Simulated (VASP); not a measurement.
**CoSi2: single point with PBEsol**

The system is CoSi2.

```
Co Si
1.0
     0.00000    2.66077    2.66077
     2.66077    0.00000    2.66077
     2.66077    2.66077    0.00000
Co Si
1 2
Direct
  0.00000 0.00000 0.00000
  0.25000 0.25000 0.25000
  0.75000 0.75000 0.75000
```

```
Program                : VASP 6.6.1
Task                   : single point
Functional             : PBEsol
Potentials or basis    : VASP PAW PBE potentials, release 64 (Co, Si)
Cutoff                 : 520 eV
k mesh                 : 14 × 14 × 14
Occupations            : gaussian, width 0.1 eV
Spin                   : no spin polarisation
Dipole correction      : no
Further INCAR settings : ALGO = Normal; EDIFF = 1e-07; NBANDS = 16
```

The pressure is -0.9 GPa and the band gap on the k mesh is zero (an odd number of electrons rules out a gap without spin polarisation).

Levels at points of the mesh, in eV from the Fermi level:
```csv
k point,band 5,band 6,band 7,band 8,band 9,band 10,band 11,band 12,band 13,band 14
"(0.00, 0.00, 0.00)",-1.99,-1.99,0.97,3.42,3.42,3.42,3.49,3.49,3.49,5.73
"(0.50, 0.00, 0.00)",-2.25,-1.70,-1.70,-0.49,-0.49,2.70,3.47,3.47,4.51,10.43
"(0.50, 0.50, 0.00)",-3.72,-2.04,-2.04,-2.00,-1.39,1.64,2.87,8.59,9.77,9.77
```

It took 46 s on 1 thread of Intel(R) Xeon(R) Platinum 8488C (Sapphire Rapids), on a shared host, peak memory 0.19 GiB.

Caveat: the PAW data sets were made with another functional, which shifts forces and pressure a little; the run has no spin polarisation, though such a crystal can be magnetic. Spin polarisation is off, so any magnetic state and its effect on volume and gap are missing.
